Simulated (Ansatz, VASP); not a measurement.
Two plane-wave programs on Mo3W

```xyz
4
Lattice="0.0000 4.1182 4.1182 4.1182 0.0000 4.1182 4.1182 4.1182 0.0000" Properties=species:S:1:pos:R:3 pbc="T T T"
Mo    0.0000    0.0000    0.0000
Mo    2.0591    2.0591    2.0591
Mo    6.1773    6.1773    6.1773
W     4.1182    4.1182    4.1182
```

Alike in both runs: task relaxation of cell and atoms; functional PBE; k mesh 4 × 4 × 4; occupations gaussian, width 0.1 eV; no spin polarisation.

```csv
,VASP,Ansatz
version,VASP 6.6.1,Ansatz 0.2.0
potentials or method,"VASP PAW PBE potentials, release 64 (Mo_sv, W_sv), cutoff 500 eV","scalar-relativistic, plane waves, PAW"
valence electrons in the cell,56,56
```

Ansatz gave:

| Item | Value |
| --- | --- |
| gap on the k mesh at the Fermi level, each at its own relaxed structure (eV) | 0.29 |
| relaxed volume (Å³/atom) | 15.91 |
| relaxed cell length with the largest relative difference (Å) | 4.482 |

**Question.** Which values does VASP return?

**Answer.** gap on the k mesh at the Fermi level, each at its own relaxed structure (eV): 0.29; relaxed volume (Å³/atom): 15.94; relaxed cell length with the largest relative difference (Å): 4.484.

Spin-orbit coupling is off throughout. Noted on VASP's run: the volume moved by over 15 % at a fixed basis, so the end points are rough.
